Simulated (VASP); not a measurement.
# AsH3: single point with PBE+D4

The system is AsH3, in a box.

```
CELL_PARAMETERS angstrom
12.55720 0.00000 0.00000
0.00000 13.05720 0.00000
0.00000 0.00000 13.55720
ATOMIC_POSITIONS crystal
As 0.52626 0.50960 0.45784
H 0.52906 0.41284 0.52176
H 0.55112 0.57664 0.54772
H 0.40638 0.52143 0.47567
```

```json
{
  "Program": "VASP 6.6.1",
  "Task": "single point",
  "Functional": "PBE",
  "Dispersion": "D4",
  "Potentials or basis": "VASP PAW PBE potentials, release 64 (As, H)",
  "Cutoff": "400 eV",
  "k mesh": "1 × 1 × 1",
  "Occupations": "gaussian, width 0.005 eV",
  "Spin": "no spin polarisation",
  "Dipole correction": "no",
  "Further INCAR settings": "ALGO = Normal; EDIFF = 1e-06; NBANDS = 12; NELMDL = -8"
}
```

```json
{"Largest force": "0.171 eV/Å", "Gap between the frontier levels": "5.96 eV", "Dispersion energy per atom": "-0.008 eV"}
```

Forces on the atoms (eV/Å):
```
As   0.076  0.015 -0.153
H    0.002 -0.081  0.057
H    0.018  0.055  0.079
H   -0.096  0.011  0.017
```

Levels at points of the mesh, in eV from the valence-band top:
| k point | band 1 | band 2 | band 3 | band 4 | band 5 | band 6 | band 7 | band 8 | band 9 |
| --- | --- | --- | --- | --- | --- | --- | --- | --- | --- |
| (0.00, 0.00, 0.00) | -9.24 | -2.01 | -2.01 | 0.00 | 5.96 | 6.37 | 6.38 | 7.08 | 7.32 |

It took 92 s on 1 thread of AMD EPYC 9R45 (Zen 5), on a shared host, peak memory 1 GiB.
